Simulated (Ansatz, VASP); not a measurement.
## P: VASP beside Ansatz

Contents of INCAR:

```
SYSTEM = P
ALGO = Normal ; EDIFF = 1E-7
ENCUT = 520 ; GGA = PE
ISIF = 2 ; ISMEAR = -1
LASPH = .TRUE. ; LCHARG = .TRUE.
LELF = .TRUE. ; LREAL = .FALSE.
LVHAR = .TRUE. ; LWAVE = .FALSE.
NBANDS = 8 ; NELM = 60
PREC = Accurate ; SIGMA = 0.1
```

File KPOINTS:

```
k-points
0
G
  18 18 18
  0 0 0
```

Contents of POSCAR:

```
P
1.0
    0.0000000000      1.6786087632      1.6786087632
    1.6786087632      0.0000000000      1.6786087632
    1.6786087632      1.6786087632      0.0000000000
P
1
Direct
    0.0000000000      0.0000000000      0.0000000000
```

Input for Ansatz:

```yaml
crystal:
  lattice:
    - [0.0, 1.6786087632, 1.6786087632]
    - [1.6786087632, 0.0, 1.6786087632]
    - [1.6786087632, 1.6786087632, 0.0]
  atoms:
    - { symbol: P, position: [0.0, 0.0, 0.0] }
kpoints:
  mp_grid: { grid: [18, 18, 18] }
scf:
  occupations: { method: fermi_dirac, width: 0.1 }
hamiltonian:
  xc: pbe
  pseudopotentials: { kind: all_electron, lapw: { basis_error: 0.001 } }
output:
  forces: true
  stress: true
  eigenvalues: true
  populations: true
```

Change from the starting cell: volume scaled by 0.65, LAPW.

Alike in both runs: task single point; functional PBE; k mesh 18 × 18 × 18; occupations fermi-dirac, width 0.1 eV; no spin polarisation.

|  | VASP | Ansatz |
| --- | --- | --- |
| version | VASP 6.6.1 | Ansatz 0.2.0 |
| potentials or method | VASP PAW PBE potentials, release 64 (P), cutoff 520 eV | all-electron LAPW, scalar-relativistic |

Ansatz gave:

```
pressure (GPa) : 91.4
```

Problem. Estimate VASP's values.

Solution. Pressure (GPa): 89.9.

Both programs put the cell under a high pressure, so it lies far from rest at this level. Ansatz ran all-electron here, and VASP with PAW potentials.

Noted on VASP's run: the cell as given lies far from equilibrium.
